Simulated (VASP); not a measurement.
# InPd (Fm-3m) in VASP: further runs

The runs below take InPd through relaxation of cell and atoms, with PBEsol.

Program: VASP 6.6.1. These are calculated values, not measurements. Logs are shortened: lines on timing, memory, paths and dates and some standing lists are left out, and cuts for length are marked.

### 1 The cell of the first run

It takes space group Fm-3m (No. 225, cubic). Conventional cell: a = 5.320 Å, b = 5.320 Å, c = 5.320 Å, α = 90.00°, β = 90.00°, γ = 90.00°. In (site symmetry m-3m) has 6 Pd at 2.66 Å within 3.5 Å. Pd (site symmetry m-3m) has 6 In at 2.66 Å within 3.5 Å.

### 2 Relaxation of cell and atoms, PBEsol, target pressure 5 GPa, at which the enthalpy is minimised

Contents of INCAR:

```
SYSTEM = InPd
PREC = Accurate
ENCUT = 500
EDIFF = 1E-7
ISMEAR = 1
SIGMA = 0.1
LREAL = .FALSE.
LASPH = .TRUE.
NELM = 120
ALGO = Normal
ISIF = 3
LWAVE = .FALSE.
LCHARG = .FALSE.
GGA = PS
IBRION = 2
NSW = 80
EDIFFG = -0.02
PSTRESS = 50.0
GGA_COMPAT = .FALSE.
NELMIN = 4
```

Contents of KPOINTS:

```
Automatic mesh
0
G
  7 7 7
  0 0 0
```

Contents of POSCAR:

```
InPd
1.0
    0.0000000000      2.6600000000      2.6600000000
    2.6600000000      0.0000000000      2.6600000000
    2.6600000000      2.6600000000      0.0000000000
In Pd
1 1
Direct
    0.0000000000      0.0000000000      0.0000000000
    0.5000000000      0.5000000000      0.5000000000
```

Potentials or basis: VASP PAW PBE potentials, release 64 (In_d, Pd).

Started as:

```bash
$ cat potpaw_PBE.64/In_d/POTCAR potpaw_PBE.64/Pd/POTCAR > POTCAR
$ mpirun -np 1 vasp_std > vasp.out
```

OUTCAR:

```text
SYSTEM = InPd
   PREC = Accurate
   ENCUT = 500
   EDIFF = 1E-7
   ISMEAR = 1
   LREAL = .FALSE.
   LASPH = .TRUE.
   NELM = 120
   ISIF = 3
   GGA = PS
   IBRION = 2
   NSW = 80
   EDIFFG = -0.02
   PSTRESS = 50.0
   NELMIN = 4

 ion  position               nearest neighbor table
   1  0.000  0.000  0.000-   2 2.66   2 2.66   2 2.66   2 2.66   2 2.66   2 2.66
   2  0.500  0.500  0.500-   1 2.66   1 2.66   1 2.66   1 2.66   1 2.66   1 2.66

  LATTYP: Found a face centered cubic cell.
 ALAT       =     5.3200000000

  Lattice vectors:

 A1 = (   0.0000000000,   2.6600000000,   2.6600000000)
 A2 = (   2.6600000000,   0.0000000000,   2.6600000000)
 A3 = (   2.6600000000,   2.6600000000,   0.0000000000)

Analysis of symmetry for initial positions (statically):
=====================================================================
 Subroutine PRICEL returns:
 Original cell was already a primitive cell.

 Routine SETGRP: Setting up the symmetry group for a
 face centered cubic supercell.

 Subroutine GETGRP returns: Found 48 space group operations
 (whereof 48 operations were pure point group operations)
 out of a pool of 48 trial point group operations.

The static configuration has the point symmetry O_h .

Analysis of symmetry for dynamics (positions and initial velocities):
=====================================================================
 Subroutine PRICEL returns:
 Original cell was already a primitive cell.

 Routine SETGRP: Setting up the symmetry group for a
 face centered cubic supercell.

 Subroutine GETGRP returns: Found 48 space group operations
 (whereof 48 operations were pure point group operations)
 out of a pool of 48 trial point group operations.

The dynamic configuration has the point symmetry O_h .

 Subroutine INISYM returns: Found 48 space group operations
 (whereof 48 operations are pure point group operations),
 and found     1 'primitive' translations

----------------------------------------------------------------------------------------

                                     Primitive cell

  volume of cell :      37.6422

  direct lattice vectors                    reciprocal lattice vectors
     0.000000000  2.660000000  2.660000000    -0.187969925  0.187969925  0.187969925
     2.660000000  0.000000000  2.660000000     0.187969925 -0.187969925  0.187969925
     2.660000000  2.660000000  0.000000000     0.187969925  0.187969925 -0.187969925

  length of vectors
     3.761808076  3.761808076  3.761808076     0.325573460  0.325573460  0.325573460

  position of ions in fractional coordinates (direct lattice)
     0.000000000  0.000000000  0.000000000
     0.500000000  0.500000000  0.500000000

  ion indices of the primitive-cell ions
   primitive index   ion index
                 1           1
                 2           2

----------------------------------------------------------------------------------------

 KPOINTS: Automatic mesh

Automatic generation of k-mesh.
 Grid dimensions read from file:
 generate k-points for:    7    7    7

 Generating k-lattice:

  Cartesian coordinates                     Fractional coordinates (reciprocal lattice)
    -0.026852846  0.026852846  0.026852846     0.142857143  0.000000000  0.000000000
     0.026852846 -0.026852846  0.026852846     0.000000000  0.142857143  0.000000000
     0.026852846  0.026852846 -0.026852846     0.000000000  0.000000000  0.142857143

  Length of vectors
     0.046510494  0.046510494  0.046510494

  Shift w.r.t. Gamma in fractional coordinates (k-lattice)
     0.000000000  0.000000000  0.000000000

 Subroutine IBZKPT returns following result:
 ===========================================

 Found     20 irreducible k-points:

 Following reciprocal coordinates:
            Coordinates               Weight
  0.000000  0.000000  0.000000      1.000000
  0.142857  0.000000  0.000000      8.000000
  0.285714  0.000000  0.000000      8.000000
  0.428571  0.000000  0.000000      8.000000
  0.142857  0.142857  0.000000      6.000000
  0.285714  0.142857  0.000000     24.000000
[... 12 lines left out ...]
 -0.428571  0.428571  0.142857     24.000000
 -0.285714  0.428571  0.142857     24.000000
   k-points           NKPTS =     20   k-points in BZ     NKDIM =     20   number of bands    NBANDS=     15
   number of dos      NEDOS =    301   number of ions     NIONS =      2
   total plane-waves  NPLWV =  21952
   dimension x,y,z NGX =    28 NGY =   28 NGZ =   28
   dimension x,y,z NGXF=    56 NGYF=   56 NGZF=   56
   ions per type =               1   1
   NGX,Y,Z   is equivalent  to a cutoff of  12.37, 12.37, 12.37 a.u.
   NGXF,Y,Z  is equivalent  to a cutoff of  24.75, 24.75, 24.75 a.u.
 SYSTEM =  InPd
   PREC   = accura    normal or accurate (medium, high low for compatibility)
   ISTART =      0    job   : 0-new  1-cont  2-samecut
   ICHARG =      2    charge: 1-file 2-atom 10-const
   ISPIN  =      1    spin polarized calculation?
   LNONCOLLINEAR =      F non collinear calculations
   LSORBIT =      F    spin-orbit coupling
   LASPH  =      T    aspherical Exc in radial PAW
   ENCUT  =  500.0 eV  36.75 Ry    6.06 a.u.   6.86  6.86  6.86*2*pi/ulx,y,z
   NELM   =    120;   NELMIN=  4; NELMDL= -5     # of ELM steps
   EDIFF  = 0.1E-06   stopping-criterion for ELM
   LREAL  =      F    real-space projection
   EDIFFG = -.2E-01   stopping-criterion for IOM
   NSW    =     80    number of steps for IOM
   IBRION =      2    ionic relax: 0-MD 1-quasi-New 2-CG
   NFREE  =      1    steps in history (QN), initial steepest desc. (CG)
   ISIF   =      3    stress and relaxation
   ISYM   =      2    0-nonsym 1-usesym 2-fastsym
   POTIM  = 0.5000    time-step for ionic-motion
   TEBEG  =    0.0;   TEEND  =   0.0 temperature during run
   PSTRESS=   50.0 pullay stress
   NELECT =      23.0000    total number of electrons
   NUPDOWN=      -1.0000    fix difference up-down
   EMIN   =  10.00;   EMAX   =-10.00  energy-range for DOS
   EFERMI =   0.00;   METHOD = LEGACY
   ISMEAR =     1;   SIGMA  =   0.10  broadening in eV -4-tet -1-fermi 0-gaus
   EFERMI_NEDOS =   21; number of points for ismear=-14 and -15
   IALGO  =     38    algorithm
   IMIX   =      4    mixing-type and parameters
     AMIX     =   0.40;   BMIX     =  1.00
     AMIX_MAG =   1.60;   BMIX_MAG =  1.00
  volume/ion in A,a.u.               =      18.82       127.01
  Fermi-wavevector in a.u.,A,eV,Ry     =   1.389182  2.625173 26.256885  1.929827
  Thomas-Fermi vector in A             =   2.513237
   LORBIT       =      0    0 simple, 1 ext, 2 COOP (PROOUT), +10 PAW based schemes
   GGA     = PS    functional components
   LHFCALC =     F    Hartree Fock is set to
   AEXX    =    0.0000 exact exchange contribution
   IVDW    =     0    specifies the selected vdW correction
   LEPSILON=     F    determine dielectric tensor
   LRPA    =     F    only Hartree local field effects (RPA)
 conjugate gradient relaxation of ions
 non-spin polarized calculation
 Methfessel and Paxton  Order N= 1 SIGMA  =   0.10
  energy-cutoff  :      500.00
  volume of cell :       37.64
 maximum number of plane-waves:       966
   NGX = 13   NGY = 13   NGZ = 13

--------------------------------------- Ionic step        1  -------------------------------------------

 number of electron      22.9999994 magnetization

 Free energy of the ion-electron system (eV)
  ---------------------------------------------------
  ext. energy  EPLUGINS =         0.00000000
  ---------------------------------------------------
  free energy    TOTEN  =        -9.43354776 eV

  energy without entropy =       -9.43337745  energy(sigma->0) =       -9.43349099

------------------------ aborting loop because EDIFF is reached ----------------------------------------

  FORCE on cell =-STRESS in cart. coord.  units (eV):
  Direction    XX          YY          ZZ          XY          YZ          ZX
  --------------------------------------------------------------------------------------
  -------------------------------------------------------------------------------------
  Total        1.0375855      1.0375855      1.0375855      0.0000000     -0.0000000      0.0000000
  in kB       44.1631011     44.1631011     44.1631011      0.0000000     -0.0000000      0.0000000
  external PRESSURE =      -5.8368989 kB  Pullay stress =      50.0000000 kB

 VOLUME and BASIS-vectors are now :
 -----------------------------------------------------------------------------
  energy-cutoff  :      500.00
  volume of cell :       37.64
      direct lattice vectors                 reciprocal lattice vectors
     0.000000000  2.660000000  2.660000000    -0.187969925  0.187969925  0.187969925
     2.660000000  0.000000000  2.660000000     0.187969925 -0.187969925  0.187969925
     2.660000000  2.660000000  0.000000000     0.187969925  0.187969925 -0.187969925
[... 46 lines left out ...]
  FREE ENERGIE OF THE ION-ELECTRON SYSTEM (eV)
  ---------------------------------------------------
  free  energy   TOTEN  =        -9.4217769365 eV

  energy  without entropy=       -9.4215400428  energy(sigma->0) =       -9.42169797

  enthalpy is  TOTEN    =        -8.2586759556 eV   P V=        1.1631009809

--------------------------------------- Ionic step        3  -------------------------------------------

 number of electron      22.9999992 magnetization

 Free energy of the ion-electron system (eV)
  ---------------------------------------------------
  ext. energy  EPLUGINS =         0.00000000
  ---------------------------------------------------
  free energy    TOTEN  =        -9.42858107 eV

  energy without entropy =       -9.42838366  energy(sigma->0) =       -9.42851527

 E-fermi :   9.5514     XC(G=0): -11.9291

 val. band max:        9.5471769559   @ k =  -0.4286   0.4286   0.0000
 cond. band min:       9.6148690063   @ k =  -0.2857   0.4286   0.1429
 fundamental gap:      0.0676920503
 Fermi energy:         9.5513841492

 k-point     1 :       0.0000    0.0000    0.0000
  band No.  band energies     occupation
      1      -5.3410      2.00000
      2      -5.3410      2.00000
      3      -5.2010      2.00000
      4      -5.2010      2.00000
      5      -5.2010      2.00000
      6      -0.1969      2.00000
      7       6.1946      2.00000
      8       6.1946      2.00000
      9       6.1946      2.00000
     10       6.5334      2.00000
     11       6.5334      2.00000
     12      15.1262      0.00000
     13      15.1262      0.00000
     14      15.1262      0.00000
     15      18.0010      0.00000
[... 362 lines left out ...]
 POSITION                                       TOTAL-FORCE (eV/Angst)
 -----------------------------------------------------------------------------------
      0.00000      0.00000      0.00000        -0.000000     -0.000000     -0.000000
      2.65601      2.65601      2.65601         0.000000      0.000000      0.000000
 -----------------------------------------------------------------------------------
    total drift:                                0.000000      0.000000      0.000000

  FREE ENERGIE OF THE ION-ELECTRON SYSTEM (eV)
  ---------------------------------------------------
  free  energy   TOTEN  =        -9.4285810674 eV

  energy  without entropy=       -9.4283836606  energy(sigma->0) =       -9.42851527

  enthalpy is  TOTEN    =        -8.2591367014 eV   P V=        1.1694443660

 reached required accuracy - stopping structural energy minimisation
```

It took 38 s on 1 thread of AMD EPYC 7R43 (Zen 3), shared host; peak memory 0.12 GiB.

What came out:

```
Free energy                                                : -9.4286 eV
Relaxed volume                                             : 18.74 Å³/atom
Relaxed cell                                               : a = 3.756 Å, b = 3.756 Å, c = 3.756 Å, α = 60.00°, β = 60.00°, γ = 60.00°
Space group after relaxing (to 0.1 Å)                      : Fm-3m (No. 225)
Energy change on relaxing (the run minimises the enthalpy) : +2.5 meV/atom
Ionic steps                                                : 3
Pressure after relaxing                                    : 5.0 GPa
Band gap on the k mesh                                     : zero (an odd number of electrons rules out a gap without spin polarisation)
```

The path:
```
step  energy change (eV)  largest force (eV/Å)  pressure (GPa)  volume (Å³)
   1              0.0000                0.0000            4.42        37.64
   2              0.0118                0.0000            5.74        37.27
   3              0.0050                0.0000            5.02        37.47
```

Final structure:
```
CELL_PARAMETERS angstrom
0.00000 2.65601 2.65601
2.65601 0.00000 2.65601
2.65601 2.65601 0.00000
ATOMIC_POSITIONS crystal
In 0.00000 0.00000 0.00000
Pd 0.50000 0.50000 0.50000
```

Levels at points of the mesh, in eV from the Fermi level:
```tsv
k point	band 9	band 10	band 11	band 12	band 13	band 14
(0.00, 0.00, 0.00)	-3.36	-3.02	-3.02	5.57	5.57	5.57
```

Caveat: the cell is relaxed towards a set pressure, so the run minimises the enthalpy, not the energy; the PAW data sets were made with another functional, which shifts forces and pressure a little; spin-orbit coupling is left out, which moves the levels of the heavy elements.

### 3 Relaxation of cell and atoms, PBEsol, target pressure 10 GPa, at which the enthalpy is minimised

Contents of INCAR:

```
SYSTEM = InPd
PREC     = Accurate       ! precision mode
ENCUT    = 500            ! plane-wave cutoff, eV
EDIFF    = 1E-7           ! SCF threshold, eV
ISMEAR   = 1              ! smearing method
SIGMA    = 0.1            ! smearing width, eV
LREAL    = .FALSE.        ! projectors in reciprocal space
LASPH    = .TRUE.         ! aspherical terms in the spheres
NELM     = 120            ! most SCF steps
ALGO     = Normal         ! electronic algorithm
ISIF     = 3              ! what is computed and relaxed
LWAVE    = .FALSE.        ! write WAVECAR
LCHARG   = .FALSE.        ! write CHGCAR
GGA      = PS             ! functional
IBRION   = 2              ! ionic algorithm
NSW      = 80             ! ionic steps
EDIFFG   = -0.02          ! ionic threshold
PSTRESS  = 100.0        
GGA_COMPAT= .FALSE.      
NELMIN   = 4
```

KPOINTS is that of step 2.

POSCAR is that of step 2.

Potentials or basis: VASP PAW PBE potentials, release 64 (In_d, Pd).

Started as:

```bash
$ cat potpaw_PBE.64/In_d/POTCAR potpaw_PBE.64/Pd/POTCAR > POTCAR
$ mpirun -np 1 vasp_std > vasp.out
```

Run time: 45 s. Hardware: 1 thread of AMD EPYC 7R43 (Zen 3), shared host; peak memory 0.13 GiB.

Results (log left out):

| Property | Result |
| --- | --- |
| Free energy | -9.3705 eV |
| Relaxed volume | 18.11 Å³/atom |
| Relaxed cell | a = 3.714 Å, b = 3.714 Å, c = 3.714 Å, α = 60.00°, β = 60.00°, γ = 60.00° |
| Space group after relaxing (to 0.1 Å) | Fm-3m (No. 225) |
| Energy change on relaxing (the run minimises the enthalpy) | +31.5 meV/atom |
| Ionic steps | 3 |
| Pressure after relaxing | 9.9 GPa |
| Band gap on the k mesh | zero (an odd number of electrons rules out a gap without spin polarisation) |

The path:
```csv
step,energy change (eV),largest force (eV/Å),pressure (GPa),volume (Å³)
1,0.0000,0.0000,4.42,37.64
2,0.2501,0.0000,20.15,34.18
3,0.0630,0.0000,9.88,36.21
```

Final structure:
```
In Pd
1.0
     0.00000    2.62588    2.62588
     2.62588    0.00000    2.62588
     2.62588    2.62588    0.00000
In Pd
1 1
Direct
  0.00000 0.00000 0.00000
  0.50000 0.50000 0.50000
```

Levels at points of the mesh, in eV from the Fermi level:
```
           k point  band 7  band 8  band 9  band 10  band 11  band 12  band 13  band 14  band 15
(0.00, 0.00, 0.00)   -3.55   -3.55   -3.55    -3.17    -3.17     5.66     5.66     5.66     8.32
```

Caveat: the cell is relaxed towards a set pressure, so the run minimises the enthalpy, not the energy; the PAW data sets were made with another functional, which shifts forces and pressure a little; spin-orbit coupling is left out, which moves the levels of the heavy elements.

(Continued in part 2 of 2.)
